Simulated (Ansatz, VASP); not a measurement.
**Ge in VASP and in Ansatz**

INCAR

```
SYSTEM = Ge
ALGO = Normal
EDIFF = 1E-7
ENCUT = 520
GGA = PS
GGA_COMPAT = .False.
ISIF = 2
ISMEAR = -1
LASPH = .True.
LCHARG = .False.
LORBIT = 11
LORBMOM = .True.
LREAL = .False.
LSORBIT = .True.
LWAVE = .False.
MAGMOM = 0 0 0 0 0 0
NBANDS = 40
NELM = 150
PREC = Accurate
SIGMA = 0.05
```

File KPOINTS:

```
k-points
0
Gamma
  10 10 6
  0 0 0
```

Contents of POSCAR:

```
Ge
1.0
    1.4880529250     -2.5946896100      0.0000000000
    1.4880529250      2.5946896100      0.0000000000
    0.0000000000      0.0000000000      4.7275957900
Ge
2
Direct
    0.3334466300      0.6665533700      0.2500000000
    0.6665533700      0.3334466300      0.7500000000
```

Contents of input.yaml:

```yaml
crystal:
  lattice:
    - [1.488052925, -2.59468961, 0.0]
    - [1.488052925, 2.59468961, 0.0]
    - [0.0, 0.0, 4.72759579]
  atoms:
    - { symbol: Ge, position: [0.33344663, 0.66655337, 0.25] }
    - { symbol: Ge, position: [0.66655337, 0.33344663, 0.75] }
hamiltonian:
  xc: pbesol
  pseudopotentials: { kind: paw_fr }
magnetization:
  noncollinear: true
  spin_orbit: true
kpoints:
  mp_grid: { grid: [10, 10, 6] }
  band_path:
    path:
      - [[0.0, 0.0, 0.0], [0.3322253894, 0.3322253894, 0.0], [0.0, 0.5, 0.0], [0.0, 0.5, 0.5], [0.3322253894, 0.3322253894, 0.5], [0.0, 0.0, 0.5], [0.0, 0.0, 0.0], [-0.5, 0.5, 0.0], [-0.3322253894, 0.6677746106, 0.0], [-0.3322253894, 0.6677746106, 0.5], [-0.5, 0.5, 0.5], [-0.5, 0.5, 0.0]]
      - [[0.0, 0.0, 0.5], [-0.5, 0.5, 0.5]]
    npoints: 14
scf:
  occupations: { method: fermi_dirac, width: 0.05 }
  n_extra_bands: 6
output:
  forces: true
  stress: true
  eigenvalues: true
  fatbands: true
  write_density: true
  write_potential: true
  elf: true
  volumetric_format: npy
```

Alike in both runs: functional PBEsol; k mesh 10 × 10 × 6; occupations fermi-dirac, width 0.05 eV; non-collinear spin, spin-orbit coupling.

|  | VASP | Ansatz |
| --- | --- | --- |
| version | VASP 6.6.1 | Ansatz 0.2.0 |
| potentials or method | VASP PAW PBE potentials, release 64 (Ge_d) | Ansatz PAW |
| plane-wave cutoff (eV) | 520 | 420 |
| valence electrons in the cell | 28 | 28 |
| task | single point | band structure |

|  | VASP | Ansatz | Ansatz less VASP |
| --- | --- | --- | --- |
| pressure (GPa) | 0.5 | 0.5 | -0.02 |
| traceless stress, the component that is largest in VASP (GPa) | 1.60 | 1.60 | +0.001 |
| net moment per atom (μB) | 0.00 | 0.00 | 0.000 |

VASP's potentials were made for PBE, not for PBEsol. With one functional, cell and mesh, what is left measures potentials, basis and numerics.
